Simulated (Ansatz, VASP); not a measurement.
## Ru: VASP beside Ansatz

```
Ru
1.0
     1.63987    0.94678    3.04094
    -1.63987    0.94678    3.04094
     0.00000   -1.89356    3.04094
Ru
2
Direct
  0.22754 0.22754 0.22754
  0.77246 0.77246 0.77246
```

Alike in both runs: task relaxation of cell and atoms; functional PBEsol; k mesh 6 × 6 × 6; occupations gaussian, width 0.1 eV; no spin polarisation.

|  | VASP | Ansatz |
| --- | --- | --- |
| version | VASP 6.6.1 | Ansatz 0.2.0 |
| potentials or method | VASP PAW PBE potentials, release 64 (Ru_pv), cutoff 600 eV | scalar-relativistic, plane waves, PAW |
| valence electrons in the cell | 28 | 32 |

```csv
,VASP,Ansatz,Ansatz less VASP
"gap on the k mesh at the Fermi level, each at its own relaxed structure (eV)",none,none,-
relaxed volume (Å³/atom),15.36,15.33,-0.033
relaxed cell length with the largest relative difference (Å),3.398,3.401,+0.0029
```

VASP's potentials were made for PBE, not for PBEsol. A gap of «none» marks a metal or a gap that the smearing closes. VASP's potentials hold 28 valence electrons a cell and Ansatz's 32, so a difference there can come from the potentials and not from the codes.

The k mesh is coarse, so the values compare programs but aren't converged.
